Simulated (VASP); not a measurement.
# MgO in VASP: further runs

MgO is run at these levels: PBE, r2SCAN; tasks: single point.

All numbers are computed with VASP 6.6.1; they aren't measurements. Logs are shortened: lines on timing, memory, paths and dates and some standing lists are left out, and cuts for length are marked.

### 1 The cell of the first run

It takes space group R-3m (No. 166, trigonal). Conventional cell: a = 3.710 Å, b = 3.710 Å, c = 4.392 Å, α = 90.00°, β = 90.00°, γ = 120.00°. Mg (site symmetry -3m) has 8 O at 2.20 to 2.26 Å and 6 Mg at 2.59 Å within 2.9 Å. Within 2.9 Å of O (site symmetry -3m) lie 8 Mg at 2.20 to 2.26 Å and 6 O at 2.59 Å.

### 2 Single point, PBE (strain along [111] -3.3%)

INCAR reads:

```
SYSTEM = MgO
PREC = Accurate ; ENCUT = 520
EDIFF = 1E-6 ; ISMEAR = -1
SIGMA = 0.02 ; LREAL = .False.
LASPH = .True. ; NELM = 60
ALGO = Normal ; ISIF = 2
LWAVE = .False. ; LCHARG = .False.
GGA = PE ; NBANDS = 11
```

KPOINTS reads:

```
Automatic mesh
0
Gamma
  10 10 10
  0 0 0
```

POSCAR reads:

```
MgO
1.0
    2.5942299532     -0.0291191753     -0.0291191753
   -0.0291191753      2.5942299532     -0.0291191753
   -0.0291191753     -0.0291191753      2.5942299532
Mg O
1 1
Direct
    0.0000000000      0.0000000000      0.0000000000
    0.5000000000      0.5000000000      0.5000000000
```

Potentials or basis: VASP PAW PBE potentials, release 64 (Mg, O).

On the command line:

```console
$ cat potpaw_PBE.64/Mg/POTCAR potpaw_PBE.64/O/POTCAR > POTCAR
$ mpirun -np 1 vasp_std > vasp.out
```

OUTCAR:

```text
SYSTEM = MgO
   PREC = Accurate
   ENCUT = 520
   EDIFF = 1E-6
   ISMEAR = -1
   LREAL = .False.
   LASPH = .True.
   NELM = 60
   ISIF = 2
   GGA = PE

 ion  position               nearest neighbor table
   1  0.000  0.000  0.000-   2 2.20   2 2.20   2 2.26   2 2.26   2 2.26   2 2.26   2 2.26   2 2.26

   2  0.500  0.500  0.500-   1 2.20   1 2.20   1 2.26   1 2.26   1 2.26   1 2.26   1 2.26   1 2.26

  LATTYP: Found a trigonal (rhomboedric) cell.
 ALAT       =     2.5945567835
 COS(alpha) =    -0.0223175708

  Lattice vectors:

 A1 = (   2.5942299532,  -0.0291191753,  -0.0291191753)
 A2 = (  -0.0291191753,   2.5942299532,  -0.0291191753)
 A3 = (  -0.0291191753,  -0.0291191753,   2.5942299532)

Analysis of symmetry for initial positions (statically):
=====================================================================
 Subroutine PRICEL returns:
 Original cell was already a primitive cell.

 Routine SETGRP: Setting up the symmetry group for a
 trigonal (rhombohedral) supercell.

 Subroutine GETGRP returns: Found 12 space group operations
 (whereof 12 operations were pure point group operations)
 out of a pool of 12 trial point group operations.

The static configuration has the point symmetry D_3d.

Analysis of symmetry for dynamics (positions and initial velocities):
=====================================================================
 Subroutine PRICEL returns:
 Original cell was already a primitive cell.

 Routine SETGRP: Setting up the symmetry group for a
 trigonal (rhombohedral) supercell.

 Subroutine GETGRP returns: Found 12 space group operations
 (whereof 12 operations were pure point group operations)
 out of a pool of 12 trial point group operations.

The dynamic configuration has the point symmetry D_3d.

 Subroutine INISYM returns: Found 12 space group operations
 (whereof 12 operations are pure point group operations),
 and found     1 'primitive' translations

----------------------------------------------------------------------------------------

                                     Primitive cell

  volume of cell :      17.4526

  direct lattice vectors                    reciprocal lattice vectors
     2.594229953 -0.029119175 -0.029119175     0.385569100  0.004376986  0.004376986
    -0.029119175  2.594229953 -0.029119175     0.004376986  0.385569100  0.004376986
    -0.029119175 -0.029119175  2.594229953     0.004376986  0.004376986  0.385569100

  length of vectors
     2.594556784  2.594556784  2.594556784     0.385618784  0.385618784  0.385618784

  position of ions in fractional coordinates (direct lattice)
     0.000000000  0.000000000  0.000000000
     0.500000000  0.500000000  0.500000000

  ion indices of the primitive-cell ions
   primitive index   ion index
                 1           1
                 2           2

----------------------------------------------------------------------------------------

 KPOINTS: Automatic mesh

Automatic generation of k-mesh.
 Grid dimensions read from file:
 generate k-points for:   10   10   10

 Generating k-lattice:

  Cartesian coordinates                     Fractional coordinates (reciprocal lattice)
     0.038556910  0.000437699  0.000437699     0.100000000 -0.000000000  0.000000000
     0.000437699  0.038556910  0.000437699    -0.000000000  0.100000000  0.000000000
     0.000437699  0.000437699  0.038556910     0.000000000  0.000000000  0.100000000

  Length of vectors
     0.038561878  0.038561878  0.038561878

  Shift w.r.t. Gamma in fractional coordinates (k-lattice)
     0.000000000  0.000000000  0.000000000

 Subroutine IBZKPT returns following result:
 ===========================================

 Found    116 irreducible k-points:

 Following reciprocal coordinates:
            Coordinates               Weight
  0.000000  0.000000  0.000000      1.000000
  0.100000 -0.000000  0.000000      6.000000
  0.200000 -0.000000  0.000000      6.000000
  0.300000 -0.000000  0.000000      6.000000
  0.400000 -0.000000  0.000000      6.000000
  0.500000 -0.000000 -0.000000      3.000000
[... 16 lines left out ...]
  0.300000  0.300000 -0.000000      6.000000
  0.400000  0.300000  0.000000     12.000000
 [... further k-points ...]
   k-points           NKPTS =    116   k-points in BZ     NKDIM =    116   number of bands    NBANDS=     11
   number of dos      NEDOS =    301   number of ions     NIONS =      2
   total plane-waves  NPLWV =   8000
   dimension x,y,z NGX =    20 NGY =   20 NGZ =   20
   dimension x,y,z NGXF=    40 NGYF=   40 NGZF=   40
   ions per type =               1   1
   NGX,Y,Z   is equivalent  to a cutoff of  12.81, 12.81, 12.81 a.u.
   NGXF,Y,Z  is equivalent  to a cutoff of  25.63, 25.63, 25.63 a.u.
 SYSTEM =  MgO
   PREC   = accura    normal or accurate (medium, high low for compatibility)
   ISTART =      0    job   : 0-new  1-cont  2-samecut
   ICHARG =      2    charge: 1-file 2-atom 10-const
   ISPIN  =      1    spin polarized calculation?
   LNONCOLLINEAR =      F non collinear calculations
   LSORBIT =      F    spin-orbit coupling
   LASPH  =      T    aspherical Exc in radial PAW
   ENCUT  =  520.0 eV  38.22 Ry    6.18 a.u.   4.82  4.82  4.82*2*pi/ulx,y,z
   NELM   =     60;   NELMIN=  2; NELMDL= -5     # of ELM steps
   EDIFF  = 0.1E-05   stopping-criterion for ELM
   LREAL  =      F    real-space projection
[... 7 lines left out ...]
   TEBEG  =    0.0;   TEEND  =   0.0 temperature during run
   PSTRESS=    0.0 pullay stress
   NELECT =       8.0000    total number of electrons
   NUPDOWN=      -1.0000    fix difference up-down
   EMIN   =  10.00;   EMAX   =-10.00  energy-range for DOS
   EFERMI =   0.00;   METHOD = LEGACY
   ISMEAR =    -1;   SIGMA  =   0.02  broadening in eV -4-tet -1-fermi 0-gaus
   EFERMI_NEDOS =   21; number of points for ismear=-14 and -15
   IALGO  =     38    algorithm
   IMIX   =      4    mixing-type and parameters
     AMIX     =   0.40;   BMIX     =  1.00
     AMIX_MAG =   1.60;   BMIX_MAG =  1.00
  volume/ion in A,a.u.               =       8.73        58.89
  Fermi-wavevector in a.u.,A,eV,Ry     =   1.262268  2.385340 21.678434  1.593320
  Thomas-Fermi vector in A             =   2.395685
   LORBIT       =      0    0 simple, 1 ext, 2 COOP (PROOUT), +10 PAW based schemes
   GGA     = PE    functional components
   LHFCALC =     F    Hartree Fock is set to
   AEXX    =    0.0000 exact exchange contribution
   IVDW    =     0    specifies the selected vdW correction
   LEPSILON=     F    determine dielectric tensor
   LRPA    =     F    only Hartree local field effects (RPA)
 non-spin polarized calculation
  energy-cutoff  :      520.00
  volume of cell :       17.45
 maximum number of plane-waves:       480
   NGX =  9   NGY =  9   NGZ =  9

 number of electron       8.0000006 magnetization

 Free energy of the ion-electron system (eV)
  ---------------------------------------------------
  ext. energy  EPLUGINS =         0.00000000
  ---------------------------------------------------
  free energy    TOTEN  =       -10.36076453 eV

  energy without entropy =      -10.36076453  energy(sigma->0) =      -10.36076453

 E-fermi :   5.8505     XC(G=0): -11.5270

 val. band max:        5.4320028080   @ k =   0.5000   0.5000  -0.0000
 cond. band min:       8.3857804857   @ k =   0.0000   0.0000   0.0000
 fundamental gap:      2.9537776777
 Fermi energy:         5.8504572043

 k-point     1 :       0.0000    0.0000    0.0000
  band No.  band energies     occupation
      1     -13.3900      2.00000
      2       4.2567      2.00000
      3       4.4434      2.00000
      4       4.4434      2.00000
      5       8.3858      0.00000
      6      15.9881      0.00000
      7      15.9881      0.00000
      8      26.2563      0.00000
      9      26.2563      0.00000
     10      26.9953      0.00000
     11      33.2842      0.00000

 k-point     2 :       0.1000   -0.0000    0.0000
  band No.  band energies     occupation
      1     -13.2839      2.00000
      2       3.5127      2.00000
      3       4.3676      2.00000
      4       4.4859      2.00000
      5       8.9914      0.00000
      6      16.2037      0.00000
      7      16.2463      0.00000
      8      26.0895      0.00000
      9      26.2633      0.00000
     10      26.9291      0.00000
     11      32.3439      0.00000

 k-point     3 :       0.2000   -0.0000    0.0000
  band No.  band energies     occupation
      1     -12.9897      2.00000
      2       1.8573      2.00000
      3       4.4684      2.00000
      4       4.5993      2.00000
      5      10.0846      0.00000
      6      16.6200      0.00000
      7      16.8460      0.00000
      8      25.5845      0.00000
      9      25.8363      0.00000
     10      27.5312      0.00000
     11      30.1942      0.00000

 k-point     4 :       0.3000   -0.0000    0.0000
  band No.  band energies     occupation
      1     -12.5861      2.00000
      2       0.2450      2.00000
      3       4.6039      2.00000
      4       4.7446      2.00000
      5      11.2173      0.00000
      6      16.4766      0.00000
      7      17.8949      0.00000
      8      24.8329      0.00000
      9      25.0076      0.00000
     10      27.2865      0.00000
     11      29.4173      0.00000
[... 239 lines left out ...]
 k-point    22 :      -0.2000    0.2000    0.0000
  band No.  band energies     occupation
      1     -12.6307      2.00000
      2       1.9085      2.00000
      3       2.6939      2.00000
      4       4.7039      2.00000
      5      11.4601      0.00000
      6      16.4764      0.00000
      7      17.4137      0.00000
      8      24.1566      0.00000
      9      25.5779      0.00000
     10      26.8404      0.00000
     11      29.0687      0.00000

 k-point    23 :       0.3000    0.3000   -0.0000
  band No.  band energies     occupation
      1     -11.8962      2.00000
      2       0.7860      2.00000
      3       1.5098      2.00000
      4       5.0193      2.00000
      5      12.9991      0.00000
      6      15.4828      0.00000
      7      17.7141      0.00000
      8      23.2810      0.00000
      9      25.2906      0.00000
     10      26.7278      0.00000
     11      27.2486      0.00000

 k-point    24 :       0.4000    0.3000    0.0000
  band No.  band energies     occupation
      1     -11.5992      2.00000
      2       0.0884      2.00000
      3       1.6104      2.00000
      4       5.1610      2.00000
      5      12.7239      0.00000
      6      15.5369      0.00000
      7      17.8454      0.00000
      8      22.2182      0.00000
      9      24.9365      0.00000
     10      26.3567      0.00000
     11      28.8081      0.00000

 [... further k-points ...]
[... 5 lines left out ...]
  --------------------------------------------------------------------------------------
  -------------------------------------------------------------------------------------
  Total        1.2570397      1.2570397      1.2570397     -0.1060882     -0.1060882     -0.1060882
  in kB      115.3983457    115.3983457    115.3983457     -9.7390773     -9.7390773     -9.7390773
  external PRESSURE =     115.3983457 kB  Pullay stress =       0.0000000 kB

 VOLUME and BASIS-vectors are now :
 -----------------------------------------------------------------------------
  energy-cutoff  :      520.00
  volume of cell :       17.45
      direct lattice vectors                 reciprocal lattice vectors
     2.594229953 -0.029119175 -0.029119175     0.385569100  0.004376986  0.004376986
    -0.029119175  2.594229953 -0.029119175     0.004376986  0.385569100  0.004376986
    -0.029119175 -0.029119175  2.594229953     0.004376986  0.004376986  0.385569100

 POSITION                                       TOTAL-FORCE (eV/Angst)
 -----------------------------------------------------------------------------------
      0.00000      0.00000      0.00000        -0.000000      0.000000      0.000000
      1.26800      1.26800      1.26800         0.000000     -0.000000     -0.000000
 -----------------------------------------------------------------------------------
    total drift:                                0.000000      0.000000      0.000000

  FREE ENERGIE OF THE ION-ELECTRON SYSTEM (eV)
  ---------------------------------------------------
  free  energy   TOTEN  =       -10.3607645269 eV

  energy  without entropy=      -10.3607645269  energy(sigma->0) =      -10.36076453
```

It took 11 s on 1 thread of Intel Xeon Platinum 8488C (Sapphire Rapids), shared host; peak memory 0.14 GiB.

Results:

```
Free energy            : -10.3608 eV
Pressure               : 11.5 GPa
Band gap on the k mesh : 2.95 eV, indirect (least direct gap 3.94 eV)
```

Caveat: the cell differs from its parent crystal (strain along [111] -3.3%).

### 3 Single point, PBE (epitaxial 111 strain +1.8%)

INCAR reads:

```
PREC = Accurate
ENCUT = 520
EDIFF = 1E-7
ISMEAR = -1
SIGMA = 0.02
LREAL = False
LASPH = True
NELM = 100
ALGO = Normal
ISIF = 2
LWAVE = False
LCHARG = True
GGA = PE
LELF = True
LVHAR = True
NBANDS = 11
```

KPOINTS reads:

```
Automatic mesh
0
Gamma
  10 10 10
```

POSCAR reads:

```
MgO
1.0
    2.6079589253     -0.0628728224     -0.0628728224
   -0.0628728224      2.6079589253     -0.0628728224
   -0.0628728224     -0.0628728224      2.6079589253
Mg O
1 1
Direct
    0.0000000000      0.0000000000      0.0000000000
    0.5000000000      0.5000000000      0.5000000000
```

Potentials or basis: VASP PAW PBE potentials, release 64 (Mg, O).

On the command line:

```console
$ cat potpaw_PBE.64/Mg/POTCAR potpaw_PBE.64/O/POTCAR > POTCAR
$ mpirun -np 1 vasp_std > vasp.out
```

It took 17 s on 1 thread of Intel Xeon Platinum 8488C (Sapphire Rapids), shared host; peak memory 0.14 GiB.

It converged, with:

```yaml
Free_energy: -10.3894 eV
Pressure: 9.5 GPa
Band_gap_on_the_k_mesh: 2.85 eV, indirect (least direct gap 3.72 eV)
```

Stress tensor (GPa, compression positive):
```
 9.46 -1.67 -1.67
-1.67  9.46 -1.67
-1.67 -1.67  9.46
```

Levels at points of the mesh, in eV from the valence-band top:
```csv
k point,band 2,band 3,band 4,band 5,band 6,band 7
"(0.00, 0.00, 0.00)",-1.27,-0.87,-0.87,2.85,10.61,10.61
"(0.50, 0.00, 0.00)",-6.64,-0.73,-0.42,7.29,9.80,14.85
"(0.50, 0.50, 0.00)",-4.98,-4.65,0.00,5.16,12.15,13.00
"(0.50, 0.50, 0.50)",-3.80,-3.80,-3.59,7.20,7.20,8.81
```

Caveat: the cell differs from its parent crystal (epitaxial 111 strain +1.8%). A k mesh can miss the band edges.

### 4 Single point, PBE (epitaxial xy strain -1.2%)

INCAR reads:

```
PREC     = Accurate       # precision mode
ENCUT    = 520            # plane-wave cutoff, eV
EDIFF    = 1E-6           # SCF threshold, eV
ISMEAR   = -1             # smearing method
SIGMA    = 0.02           # smearing width, eV
LREAL    = False          # projectors in reciprocal space
LASPH    = True           # aspherical terms in the spheres
NELM     = 60             # most SCF steps
ALGO     = Normal         # electronic algorithm
ISIF     = 2              # what is computed and relaxed
LWAVE    = False          # write WAVECAR
LCHARG   = False          # write CHGCAR
GGA      = PE             # functional
NBANDS   = 11             # bands
```

KPOINTS reads:

```
regular mesh
0
Gamma
  10 10 10
```

POSCAR reads:

```
MgO
1.0
    2.5918689390      0.0000000000      0.0000000000
    0.0000000000      2.5918689390      0.0000000000
    0.0000000000      0.0000000000      2.6163929594
Mg O
1 1
Direct
    0.0000000000      0.0000000000      0.0000000000
    0.5000000000      0.5000000000      0.5000000000
```

On the command line:

```console
$ cat potpaw_PBE.64/Mg/POTCAR potpaw_PBE.64/O/POTCAR > POTCAR
$ mpirun -np 1 vasp_std > vasp.out
```

Run time: 18 s. Hardware: 1 thread of Intel Xeon Platinum 8488C (Sapphire Rapids), shared host; peak memory 0.14 GiB.

The run converged. Its results:

```
Free energy            : -10.3631 eV
Pressure               : 10.1 GPa
Band gap on the k mesh : 2.84 eV, indirect (least direct gap 3.87 eV)
```

Stress tensor (GPa, compression positive):
```
12.32  0.00  0.00
 0.00 12.32  0.00
 0.00  0.00  5.71
```

Levels at points of the mesh, in eV from the valence-band top:
| k point | band 1 | band 2 | band 3 | band 4 | band 5 | band 6 | band 7 | band 8 |
| --- | --- | --- | --- | --- | --- | --- | --- | --- |
| (0.00, 0.00, 0.00) | -18.81 | -1.18 | -1.03 | -1.03 | 2.84 | 10.40 | 10.58 | 20.71 |
| (0.50, 0.00, 0.00) | -17.49 | -6.75 | -0.71 | -0.57 | 7.27 | 9.84 | 14.73 | 17.58 |
| (0.50, 0.50, 0.00) | -16.54 | -4.90 | -4.90 | -0.10 | 5.15 | 12.53 | 12.53 | 13.44 |
| (0.00, 0.00, 0.50) | -17.54 | -6.81 | -0.59 | -0.59 | 7.39 | 9.75 | 14.72 | 17.67 |
| (0.50, 0.00, 0.50) | -16.59 | -4.95 | -4.93 | 0.00 | 5.01 | 12.49 | 12.66 | 13.71 |
| (0.50, 0.50, 0.50) | -15.66 | -3.84 | -3.84 | -3.82 | 7.60 | 7.60 | 7.67 | 16.97 |

Caveat: the cell differs from its parent crystal (epitaxial xy strain -1.2%). A k mesh can miss the band edges.

(Continued in part 2 of 2.)
